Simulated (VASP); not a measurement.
A run of VASP 6.6.1:

Contents of INCAR:

```
SYSTEM = Si2BBr
PREC     = Accurate       ! precision mode
ENCUT    = 520            ! plane-wave cutoff, eV
EDIFF    = 1E-7           ! SCF threshold, eV
ISMEAR   = 0              ! smearing method
SIGMA    = 0.1            ! smearing width, eV
LREAL    = .False.        ! projectors in reciprocal space
LASPH    = .True.         ! aspherical terms in the spheres
NELM     = 100            ! most SCF steps
ALGO     = Fast           ! electronic algorithm
ISIF     = 2              ! what is computed and relaxed
LWAVE    = .False.        ! write WAVECAR
LCHARG   = .False.        ! write CHGCAR
GGA      = PE             ! functional
NBANDS   = 17             ! bands
```

File KPOINTS:

```
regular mesh
0
Gamma
  12 12 8
  0 0 0
```

The input POSCAR:

```
Si2BBr
1.0
    3.8591983255      0.0000000000      0.0000000000
    0.0000000000      3.8591983255      0.0000000000
    0.0000000000      0.0000000000      5.8956445604
Si B Br
2 1 1
Direct
    0.5000000000      0.0000000000      0.2882544449
    0.0000000000      0.5000000000      0.2882544449
    0.0000000000      0.0000000000      0.2118509006
    0.5000000000      0.5000000000      0.6543983394
```

Potentials or basis: VASP PAW PBE potentials, release 64 (Si, B, Br).

Command:

```bash
$ cat potpaw_PBE.64/Si/POTCAR potpaw_PBE.64/B/POTCAR potpaw_PBE.64/Br/POTCAR > POTCAR
$ mpirun -np 1 vasp_std > vasp.out
```

Hardware: 1 thread of Oxide Virtual Turin-like Processor, with other jobs on the host.

Estimate the wall time of this run.

It took 6.4 min on 1 thread of Oxide Virtual Turin-like Processor, with other jobs on the host, peak memory 0.32 GiB. Counts: scf iterations 16, k points 140.
